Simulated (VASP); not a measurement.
# RbTlS (P-6m2) in VASP: further runs, part 2 of 2

VASP 6.6.1.

### 3 Single point, PBE

This run uses another cell than the first one, of 32.13 Å³/atom.

INCAR

```
PREC = Accurate ; ENCUT = 500
EDIFF = 1E-6 ; ISMEAR = 0
SIGMA = 0.15 ; LREAL = False
LASPH = True ; NELM = 120
ALGO = Normal ; ISIF = 2
LWAVE = False ; LCHARG = False
GGA = PE ; NBANDS = 21
GGA_COMPAT = False
```

KPOINTS

```
Automatic mesh
0
Gamma
  3 3 4
```

POSCAR

```
RbTlS
1.0
    5.4133590681     -0.0000000028      0.0000000000
   -2.7066795316      4.6881064742      0.0000000000
    0.0000000000      0.0000000000      3.7975417553
Rb Tl S
1 1 1
Direct
    0.6666666667      0.3333333333      0.5000000000
    0.0000000000      0.0000000000      0.5000000000
    0.3333333333      0.6666666667      0.0000000000
```

Potentials or basis: VASP PAW PBE potentials, release 64 (Rb_sv, Tl_d, S).

The run is started by

```
cat potpaw_PBE.64/Rb_sv/POTCAR potpaw_PBE.64/Tl_d/POTCAR potpaw_PBE.64/S/POTCAR > POTCAR
mpirun -np 1 vasp_std > vasp.out
```

OUTCAR:

```text
PREC = Accurate
   ENCUT = 500
   EDIFF = 1E-6
   ISMEAR = 0
   LREAL = False
   LASPH = True
   NELM = 120
   ISIF = 2
   GGA = PE

 ion  position               nearest neighbor table
   1  0.667  0.333  0.500-   2 3.13   2 3.13   2 3.13   3 3.66   3 3.66   3 3.66   3 3.66   3 3.66
                             3 3.66   2 4.92   2 4.92   2 4.92   2 4.92   2 4.92   2 4.92
   2  0.000  0.000  0.500-   1 3.13   1 3.13   1 3.13   1 4.92   1 4.92   1 4.92   1 4.92   1 4.92
                             1 4.92
   3  0.333  0.667  0.000-   1 3.66   1 3.66   1 3.66   1 3.66   1 3.66   1 3.66

  LATTYP: Found a hexagonal cell.
[... 397 lines left out ...]
  --------------------------------------------------------------------------------------
  -------------------------------------------------------------------------------------
  Total        0.1236888      0.1236888      0.0260193      0.0000000      0.0000000      0.0000000
  in kB        2.0562419      2.0562419      0.4325522      0.0000000      0.0000000      0.0000000
  external PRESSURE =       1.5150120 kB  Pullay stress =       0.0000000 kB

 VOLUME and BASIS-vectors are now :
 -----------------------------------------------------------------------------
  energy-cutoff  :      500.00
  volume of cell :       96.38
      direct lattice vectors                 reciprocal lattice vectors
     5.413359068 -0.000000003  0.000000000     0.184728186  0.106652868  0.000000000
    -2.706679532  4.688106474  0.000000000     0.000000000  0.213305736  0.000000000
     0.000000000  0.000000000  3.797541755     0.000000000  0.000000000  0.263328243

 POSITION                                       TOTAL-FORCE (eV/Angst)
 -----------------------------------------------------------------------------------
      2.70668      1.56270      1.89877         0.000000     -0.000000      0.000000
      0.00000      0.00000      1.89877        -0.000000      0.000000      0.000000
      0.00000      3.12540      0.00000         0.000000     -0.000000      0.000000
 -----------------------------------------------------------------------------------
    total drift:                               -0.000000      0.000000      0.000000

  FREE ENERGIE OF THE ION-ELECTRON SYSTEM (eV)
  ---------------------------------------------------
  free  energy   TOTEN  =        -7.8847035000 eV

  energy  without entropy=       -7.8746193816  energy(sigma->0) =       -7.87966144
```

OSZICAR:

```text
N       E                     dE             d eps       ncg     rms          rms(c)
DAV:   1     0.143437027018E+03    0.14344E+03   -0.13292E+04   378   0.115E+03
DAV:   2    -0.572224909121E+00   -0.14401E+03   -0.13831E+03   444   0.237E+02
DAV:   3    -0.908499561330E+01   -0.85128E+01   -0.84653E+01   581   0.489E+01
DAV:   4    -0.925644887470E+01   -0.17145E+00   -0.17132E+00   518   0.626E+00
DAV:   5    -0.925845318361E+01   -0.20043E-02   -0.20043E-02   504   0.630E-01    0.511E+00
DAV:   6    -0.792492799761E+01    0.13335E+01   -0.41572E+00   423   0.774E+00    0.424E+00
DAV:   7    -0.789987952280E+01    0.25048E-01   -0.26065E-01   461   0.219E+00    0.234E+00
DAV:   8    -0.788792276842E+01    0.11957E-01   -0.69579E-02   464   0.155E+00    0.522E-01
DAV:   9    -0.788536796963E+01    0.25548E-02   -0.43271E-02   467   0.803E-01    0.365E-01
DAV:  10    -0.788480953599E+01    0.55843E-03   -0.10643E-02   459   0.372E-01    0.908E-02
DAV:  11    -0.788469430701E+01    0.11523E-03   -0.92182E-04   461   0.139E-01    0.335E-02
DAV:  12    -0.788470217228E+01   -0.78653E-05   -0.69668E-05   472   0.350E-02    0.286E-02
DAV:  13    -0.788470396164E+01   -0.17894E-05   -0.93521E-06   397   0.181E-02    0.146E-02
DAV:  14    -0.788470350004E+01    0.46160E-06   -0.42620E-06   443   0.197E-02
   1 F= -.78847035E+01 E0= -.78796614E+01  d E =-.100841E-01
```

stdout:

```text
POSCAR found type information on POSCAR RbTlS
 POSCAR found :  3 types and       3 ions
 scaLAPACK will be used
 LDA part: xc-table for (Slater+PW92), standard interpolation
 POSCAR, INCAR and KPOINTS ok, starting setup
 FFT: planning ... GRIDC
 FFT: planning ... GRID_SOFT
 FFT: planning ... GRID
 WAVECAR not read
 entering main loop
```

It took 11 s on 1 thread of Intel Xeon 6975P-C (Granite Rapids), shared host; peak memory 0.2 GiB.

Results:

```yaml
Free_energy: -7.8847 eV
Pressure: 0.2 GPa
Band_gap_on_the_k_mesh: zero (bands 14 and 15 overlap by 0.10 eV)
```

Caveat: the k points lie up to 0.45 Å⁻¹ apart; spin-orbit coupling is left out, which moves the levels of the heavy elements.

### 4 Single point, PBE

This run uses another cell than the first one, of 53.24 Å³/atom.

INCAR

```
SYSTEM = RbTlS
PREC = Accurate
ENCUT = 500
EDIFF = 1E-6
ISMEAR = 0
SIGMA = 0.15
LREAL = .False.
LASPH = .True.
NELM = 120
ALGO = Normal
ISIF = 2
LWAVE = .False.
LCHARG = .False.
GGA = PE
NBANDS = 21
GGA_COMPAT = .False.
```

KPOINTS

```
Automatic mesh
0
Gamma
  4 4 3
  0 0 0
```

POSCAR

```
RbTlS
1.0
    5.6122172838      0.0000000000      0.0000000000
   -2.8061086419      4.8603227394      0.0000000000
    0.0000000000      0.0000000000      5.8552834092
Rb Tl S
1 1 1
Direct
    0.3333333333      0.6666666667      0.0000000000
    0.6666666667      0.3333333333      0.5000000000
    0.6666666667      0.3333333333      0.0000000000
```

The run is started by

```
cat potpaw_PBE.64/Rb_sv/POTCAR potpaw_PBE.64/Tl_d/POTCAR potpaw_PBE.64/S/POTCAR > POTCAR
mpirun -np 1 vasp_std > vasp.out
```

Run time: 21 s. Hardware: 1 thread of Intel Xeon 6975P-C (Granite Rapids), shared host; peak memory 0.27 GiB.

It converged, with:

```yaml
Free_energy: -8.5519 eV
Pressure: 0.2 GPa
Band_gap_on_the_k_mesh: 0.85 eV
```

Stress tensor (GPa, compression positive):
```
 0.33  0.00  0.00
 0.00  0.33  0.00
 0.00  0.00 -0.02
```

Levels at points of the mesh, in eV from the valence-band top:
```
           k point  band 12  band 13  band 14  band 15  band 16  band 17
(0.00, 0.00, 0.00)    -2.00    -0.93    -0.93     2.74     3.12     3.12
(0.50, 0.00, 0.00)    -2.02    -1.36    -0.78     1.27     2.68     3.73
```

Caveat: spin-orbit coupling is left out, which moves the levels of the heavy elements; an odd mesh through Γ misses points on the zone boundary, where band edges can lie.

### 5 Overview

```tsv
cell	k mesh	gap on the mesh (eV)	pressure (GPa)
a = 5.104, b = 5.104, c = 4.681 Å, angles 90.0, 90.0, 120.0°, 3 atoms, atomic positions A	4 × 4 × 3	0.69	0.6
a = 5.413, b = 5.413, c = 3.798 Å, angles 90.0, 90.0, 120.0°, 3 atoms, atomic positions B	3 × 3 × 4	none	0.2
a = 5.612, b = 5.612, c = 5.855 Å, angles 90.0, 90.0, 120.0°, 3 atoms, atomic positions C	4 × 4 × 3	0.85	0.2
```

Alike in all rows: task single point; level PBE; potentials or basis VASP PAW PBE potentials, release 64 (Rb_sv, Tl_d, S); no spin polarisation; cutoff (eV) 500; smearing gaussian 0.15 eV.

Caveats: some runs use coarse meshes; spin-orbit coupling is left out, which moves the levels of the heavy elements; an odd mesh through Γ misses points on the zone boundary, where band edges can lie (at least some runs).

Total energies depend on the potentials used, so only differences within one code and one set of settings carry meaning.
